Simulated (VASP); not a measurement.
## TiC: single point with PBE

The system is TiC.

```
CELL_PARAMETERS angstrom
0.00000 2.37326 2.37326
2.37326 0.00000 2.37326
2.37326 2.37326 0.00000
ATOMIC_POSITIONS crystal
Ti 0.00000 0.00000 0.00000
C 0.25000 0.25000 0.25000
```

| Property | Result |
| --- | --- |
| Program | VASP 6.6.1 |
| Task | single point |
| Functional | PBE |
| Potentials or basis | VASP PAW PBE potentials, release 64 (Ti_sv, C) |
| Cutoff | 520 eV |
| k mesh | 6 × 6 × 6 |
| Occupations | gaussian, width 0.05 eV |
| Spin | no spin polarisation |

The pressure is -1.8 GPa and the band gap on the k mesh is 0.52 eV, direct.

Levels at points of the mesh, in eV from the valence-band top:
```tsv
k point	band 5	band 6	band 7	band 8	band 9	band 10	band 11	band 12
(0.00, 0.00, 0.00)	-10.23	-1.88	-1.88	-1.88	2.33	2.33	5.79	7.80
(0.50, 0.00, 0.00)	-8.58	-2.84	-1.37	-1.37	2.75	2.75	3.24	6.01
(0.50, 0.50, 0.00)	-8.06	-3.50	-0.04	-0.04	0.68	3.11	3.93	3.93
```

It took 10 s on 1 thread of AMD EPYC 7R13 Processor (Zen 3), with other jobs on the host, peak memory 0.12 GiB.

A k mesh can miss the band edges.
